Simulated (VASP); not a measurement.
# SrO (Fm-3m) in VASP: further runs, part 2 of 2

VASP 6.6.1.

**4. Single point, r2SCAN (16.83 Å³/atom)**

This run uses another cell than the first one, of 16.83 Å³/atom.

Input file POSCAR:

```
SrO
1.0
    0.0000000000      2.5626042441      2.5626042441
    2.5626042441      0.0000000000      2.5626042441
    2.5626042441      2.5626042441      0.0000000000
Sr O
1 1
Direct
    0.5000000000      0.5000000000      0.5000000000
    0.0000000000      0.0000000000      0.0000000000
```

Input file INCAR.step1:

```
ALGO     = Normal         # electronic algorithm
EDIFF    = 1E-4           # SCF threshold, eV
ENCUT    = 520            # plane-wave cutoff, eV
GGA      = PE             # functional
ISMEAR   = 0              # smearing method
LASPH    = T              # aspherical terms in the spheres
LCHARG   = F              # write CHGCAR
LREAL    = F              # projectors in reciprocal space
LWAVE    = T              # write WAVECAR
NBANDS   = 15             # bands
NELM     = 100            # most SCF steps
PREC     = Accurate       # precision mode
SIGMA    = 0.05           # smearing width, eV
```

Input file INCAR.step2:

```
ALGO     = Normal         # electronic algorithm
EDIFF    = 1E-7           # SCF threshold, eV
ENCUT    = 520            # plane-wave cutoff, eV
ISIF     = 2              # what is computed and relaxed
ISMEAR   = 0              # smearing method
ISTART   = 1            
LASPH    = T              # aspherical terms in the spheres
LCHARG   = T              # write CHGCAR
LELF     = T              # ELF
LMIXTAU  = T            
LREAL    = F              # projectors in reciprocal space
LVHAR    = T            
LWAVE    = F              # write WAVECAR
METAGGA  = R2SCAN         # meta-GGA
NBANDS   = 15             # bands
NELM     = 100            # most SCF steps
PREC     = Accurate       # precision mode
SIGMA    = 0.05           # smearing width, eV
```

Input file KPOINTS:

```
k-points
0
Gamma
  8 8 8
```

Run with:

```sh
$ cat potpaw_PBE.64/Sr_sv/POTCAR potpaw_PBE.64/O/POTCAR > POTCAR
$ cp INCAR.step1 INCAR
$ mpirun -np 1 vasp_std > vasp.out
$ cp INCAR.step2 INCAR
$ mpirun -np 1 vasp_std > vasp.out
```

It took 2.4 min on 1 thread of Intel Xeon 8259CL, shared host; peak memory 0.17 GiB.

Results (log left out):

| Item | Value |
| --- | --- |
| Free energy | -27.0486 eV |
| Pressure | 2.6 GPa |
| Band gap on the k mesh | 3.74 eV (least direct gap 3.82 eV) |

Levels at points of the mesh, in eV from the valence-band top:
```tsv
k point	band 5	band 6	band 7	band 8	band 9	band 10	band 11	band 12
(0.00, 0.00, 0.00)	-14.45	0.00	0.00	0.00	4.73	6.80	6.80	6.80
(0.50, 0.00, 0.00)	-13.42	-2.14	-1.15	-1.15	7.16	9.16	9.54	9.54
(0.50, 0.50, 0.00)	-14.82	-0.41	-0.08	-0.08	3.74	8.60	10.99	11.21
```

Caveat: the PAW data sets were made with another functional, which shifts forces and pressure a little. A k mesh can miss the band edges.

**5. Single point, r2SCAN+rVV10**

This run uses another cell than the first one, of 16.97 Å³/atom.

Input file POSCAR:

```
SrO
1.0
    0.0000000000      2.5697984671      2.5697984671
    2.5697984671      0.0000000000      2.5697984671
    2.5697984671      2.5697984671      0.0000000000
Sr O
1 1
Direct
    0.5000000000      0.5000000000      0.5000000000
    0.0000000000      0.0000000000      0.0000000000
```

Input file INCAR.step1:

```
SYSTEM = SrO
  PREC = Accurate
  ENCUT = 520
  ISMEAR = 0
  SIGMA = 0.05
  LREAL = .False.
  LASPH = .True.
  NELM = 100
  NBANDS = 15
  GGA = PE
  ALGO = Normal
  EDIFF = 1E-4
  LWAVE = .True.
  LCHARG = .False.
```

Input file INCAR.step2:

```
SYSTEM = SrO
  PREC = Accurate
  ENCUT = 520
  EDIFF = 1E-7
  ISMEAR = 0
  SIGMA = 0.05
  LREAL = .False.
  LASPH = .True.
  NELM = 100
  ALGO = Normal
  ISIF = 2
  LWAVE = .False.
  LCHARG = .False.
  METAGGA = R2SCAN
  LMIXTAU = .True.
  LUSE_VDW = .True.
  IVDW_NL = 2
  BPARAM = 11.95
  CPARAM = 0.0093
  NBANDS = 15
  ISTART = 1
```

Input file KPOINTS:

```
regular mesh
0
Gamma
  8 8 8
  0 0 0
```

Potentials or basis: VASP PAW PBE potentials, release 64 (Sr_sv, O).

Run with:

```sh
$ cat potpaw_PBE.64/Sr_sv/POTCAR potpaw_PBE.64/O/POTCAR > POTCAR
$ cp INCAR.step1 INCAR
$ mpirun -np 1 vasp_std > vasp.out
$ cp INCAR.step2 INCAR
$ mpirun -np 1 vasp_std > vasp.out
```

OUTCAR:

```text
SYSTEM = SrO
   PREC = Accurate
   ENCUT = 520
   EDIFF = 1E-7
   ISMEAR = 0
   LREAL = .False.
   LASPH = .True.
   NELM = 100
   ISIF = 2
   METAGGA = R2SCAN
   IVDW_NL = 2
   BPARAM = 11.95
   ISTART = 1

 ion  position               nearest neighbor table
   1  0.500  0.500  0.500-   2 2.57   2 2.57   2 2.57   2 2.57   2 2.57   2 2.57
   2  0.000  0.000  0.000-   1 2.57   1 2.57   1 2.57   1 2.57   1 2.57   1 2.57

  LATTYP: Found a face centered cubic cell.
 ALAT       =     5.1395969342

[... 623 lines left out ...]
------------------------ aborting loop because EDIFF is reached ----------------------------------------

  FORCE on cell =-STRESS in cart. coord.  units (eV):
  Direction    XX          YY          ZZ          XY          YZ          ZX
  --------------------------------------------------------------------------------------
  -------------------------------------------------------------------------------------
  Total        0.1537138      0.1537138      0.1537138      0.0000000      0.0000000     -0.0000000
  in kB        7.2559839      7.2559839      7.2559839      0.0000000      0.0000000     -0.0000000
  external PRESSURE =       7.2559839 kB  Pullay stress =       0.0000000 kB

 VOLUME and BASIS-vectors are now :
 -----------------------------------------------------------------------------
  energy-cutoff  :      520.00
  volume of cell :       33.94
      direct lattice vectors                 reciprocal lattice vectors
     0.000000000  2.569798467  2.569798467    -0.194567787  0.194567787  0.194567787
     2.569798467  0.000000000  2.569798467     0.194567787 -0.194567787  0.194567787
     2.569798467  2.569798467  0.000000000     0.194567787  0.194567787 -0.194567787

 POSITION                                       TOTAL-FORCE (eV/Angst)
 -----------------------------------------------------------------------------------
      2.56980      2.56980      2.56980         0.000000      0.000000      0.000000
      0.00000      0.00000      0.00000        -0.000000     -0.000000     -0.000000
 -----------------------------------------------------------------------------------
    total drift:                                0.000000      0.000000      0.000000

  FREE ENERGIE OF THE ION-ELECTRON SYSTEM (eV)
  ---------------------------------------------------
  free  energy   TOTEN  =       -26.6569579053 eV

  energy  without entropy=      -26.6569579053  energy(sigma->0) =      -26.65695791
```

OUTCAR.step1:

```text
SYSTEM = SrO
   PREC = Accurate
   ENCUT = 520
   ISMEAR = 0
   LREAL = .False.
   LASPH = .True.
[... 653 lines left out ...]
      2.56980      2.56980      2.56980         0.000000      0.000000      0.000000
      0.00000      0.00000      0.00000        -0.000000     -0.000000     -0.000000
 -----------------------------------------------------------------------------------
    total drift:                                0.000000      0.000000      0.000000

  FREE ENERGIE OF THE ION-ELECTRON SYSTEM (eV)
  ---------------------------------------------------
  free  energy   TOTEN  =       -12.0403282983 eV

  energy  without entropy=      -12.0403282983  energy(sigma->0) =      -12.04032830
```

OSZICAR.step1:

```text
N       E                     dE             d eps       ncg     rms          rms(c)
DAV:   1     0.577211470207E+02    0.57721E+02   -0.79163E+03   870   0.101E+03
DAV:   2    -0.107808551763E+02   -0.68502E+02   -0.62272E+02  1167   0.208E+02
DAV:   3    -0.142062328903E+02   -0.34254E+01   -0.34097E+01  1389   0.391E+01
DAV:   4    -0.142433228879E+02   -0.37090E-01   -0.37088E-01  1008   0.348E+00
DAV:   5    -0.142436693567E+02   -0.34647E-03   -0.34647E-03  1202   0.259E-01    0.165E+01
DAV:   6    -0.121878752361E+02    0.20558E+01   -0.66524E+00   891   0.195E+01    0.195E+01
DAV:   7    -0.120490790251E+02    0.13880E+00   -0.29245E-01  1024   0.482E+00    0.113E+01
DAV:   8    -0.120382801679E+02    0.10799E-01   -0.11754E-01  1108   0.342E+00    0.449E-01
DAV:   9    -0.120397048553E+02   -0.14247E-02   -0.57375E-03  1092   0.480E-01    0.232E-01
DAV:  10    -0.120401660954E+02   -0.46124E-03   -0.43727E-04   975   0.195E-01    0.844E-02
DAV:  11    -0.120403103484E+02   -0.14425E-03   -0.14062E-04   910   0.878E-02    0.276E-02
DAV:  12    -0.120403282983E+02   -0.17950E-04   -0.27004E-05   708   0.388E-02
   1 F= -.12040328E+02 E0= -.12040328E+02  d E =-.149253E-13
```

Run time: 3.6 min. Hardware: 1 thread of Intel Xeon 8259CL, shared host; peak memory 0.28 GiB.

What came out:

```
Free energy            : -26.6570 eV
Pressure               : 0.7 GPa
Band gap on the k mesh : 3.70 eV (least direct gap 3.78 eV)
```

Levels at points of the mesh, in eV from the valence-band top:
| k point | band 5 | band 6 | band 7 | band 8 | band 9 | band 10 | band 11 | band 12 |
| --- | --- | --- | --- | --- | --- | --- | --- | --- |
| (0.00, 0.00, 0.00) | -14.45 | 0.00 | 0.00 | 0.00 | 4.60 | 6.76 | 6.76 | 6.76 |
| (0.50, 0.00, 0.00) | -13.44 | -2.14 | -1.13 | -1.13 | 7.09 | 9.02 | 9.49 | 9.49 |
| (0.50, 0.50, 0.00) | -14.81 | -0.43 | -0.08 | -0.08 | 3.70 | 8.52 | 10.95 | 11.06 |

Caveat: the PAW data sets were made with another functional, which shifts forces and pressure a little. A k mesh can miss the band edges.

**6. Single point, r2SCAN+rVV10 (16.98 Å³/atom)**

This run uses another cell than the first one, of 16.98 Å³/atom.

Input file POSCAR:

```
SrO
1.0
    0.0000000000      2.5702427355      2.5702427355
    2.5702427355      0.0000000000      2.5702427355
    2.5702427355      2.5702427355      0.0000000000
Sr O
1 1
Direct
    0.5000000000      0.5000000000      0.5000000000
    0.0000000000      0.0000000000      0.0000000000
```

Input file INCAR.step1:

```
SYSTEM = SrO
PREC = Accurate ; ENCUT = 520
ISMEAR = 0 ; SIGMA = 0.05
LREAL = .FALSE. ; LASPH = .TRUE.
NELM = 100 ; NBANDS = 15
GGA = PE ; ALGO = Normal
EDIFF = 1E-4 ; LWAVE = .TRUE.
LCHARG = .FALSE.
```

Input file INCAR.step2:

```
SYSTEM = SrO
PREC = Accurate ; ENCUT = 520
EDIFF = 1E-6 ; ISMEAR = 0
SIGMA = 0.05 ; LREAL = .FALSE.
LASPH = .TRUE. ; NELM = 100
ALGO = Normal ; ISIF = 2
LWAVE = .FALSE. ; LCHARG = .TRUE.
METAGGA = R2SCAN ; LMIXTAU = .TRUE.
LUSE_VDW = .TRUE. ; IVDW_NL = 2
BPARAM = 11.95 ; CPARAM = 0.0093
LELF = .TRUE. ; LVHAR = .TRUE.
NBANDS = 15 ; ISTART = 1
```

Input file KPOINTS:

```
Automatic mesh
0
G
  8 8 8
  0 0 0
```

Potentials or basis: VASP PAW PBE potentials, release 64 (Sr_sv, O).

Run with:

```sh
$ cat potpaw_PBE.64/Sr_sv/POTCAR potpaw_PBE.64/O/POTCAR > POTCAR
$ cp INCAR.step1 INCAR
$ mpirun -np 1 vasp_std > vasp.out
$ cp INCAR.step2 INCAR
$ mpirun -np 1 vasp_std > vasp.out
```

Wall time 3.2 min (1 thread of Intel Xeon 8259CL, shared host); peak memory 0.28 GiB.

Results (log left out):

| Property | Result |
| --- | --- |
| Free energy | -26.6570 eV |
| Pressure | 0.7 GPa |
| Band gap on the k mesh | 3.70 eV (least direct gap 3.78 eV) |

Levels at points of the mesh, in eV from the valence-band top:
```tsv
k point	band 6	band 7	band 8	band 9	band 10	band 11
(0.00, 0.00, 0.00)	0.00	0.00	0.00	4.60	6.76	6.76
(0.50, 0.00, 0.00)	-2.14	-1.13	-1.13	7.09	9.01	9.49
(0.50, 0.50, 0.00)	-0.43	-0.08	-0.08	3.70	8.51	10.95
```

Caveat: the PAW data sets were made with another functional, which shifts forces and pressure a little. A k mesh can miss the band edges.

**7. Summary**

```csv
level,cell,gap on the mesh (eV),pressure (GPa)
r2SCAN,"a = 3.599 Å, angles 60.0°, 2 atoms",3.72,4.8
r2SCAN+rVV10,"a = 3.610 Å, angles 60.0°, 2 atoms",3.68,2.8
r2SCAN,"a = 3.624 Å, angles 60.0°, 2 atoms",3.74,2.6
r2SCAN+rVV10,"a = 3.634 Å, angles 60.0°, 2 atoms",3.70,0.7
r2SCAN+rVV10,"a = 3.635 Å, angles 60.0°, 2 atoms",3.70,0.7
```

Alike in all rows: task single point; potentials or basis VASP PAW PBE potentials, release 64 (Sr_sv, O); no spin polarisation; k mesh 8 × 8 × 8; cutoff (eV) 520; smearing gaussian 0.05 eV.

Caveats: the PAW data sets were made with another functional, which shifts forces and pressure a little; the cell stands under pressure (at least some runs).

Absolute energies hang on the potentials; compare differences alone.
